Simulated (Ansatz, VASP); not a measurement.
## One calculation of GaP, two programs

```xyz
2
Lattice="0.0000 2.7254 2.7254 2.7254 0.0000 2.7254 2.7254 2.7254 0.0000" Properties=species:S:1:pos:R:3 pbc="T T T"
Ga    0.0000    0.0000    0.0000
P     1.3627    1.3627    1.3627
```

Alike in both runs: task single point; functional HSE06; k mesh 4 × 4 × 4; no spin polarisation.

```csv
,VASP,Ansatz
version,VASP 6.6.1,Ansatz 0.2.0
potentials or method,"VASP PAW PBE potentials, release 64 (Ga_d, P)",plane waves
plane-wave cutoff (eV),520,420
occupations,"gaussian, width 0.01 eV",fixed
valence electrons in the cell,18,18
```

|  | VASP | Ansatz | Ansatz less VASP |
| --- | --- | --- | --- |
| gap on the k mesh at the Fermi level (eV) | 2.31 | 2.30 | -0.004 |
| pressure (GPa) | 1.0 | 1.1 | +0.17 |

Ansatz's warnings: stress exchange threshold loose, stress scf threshold loose.

The k mesh is coarse, so the values compare programs but aren't converged.
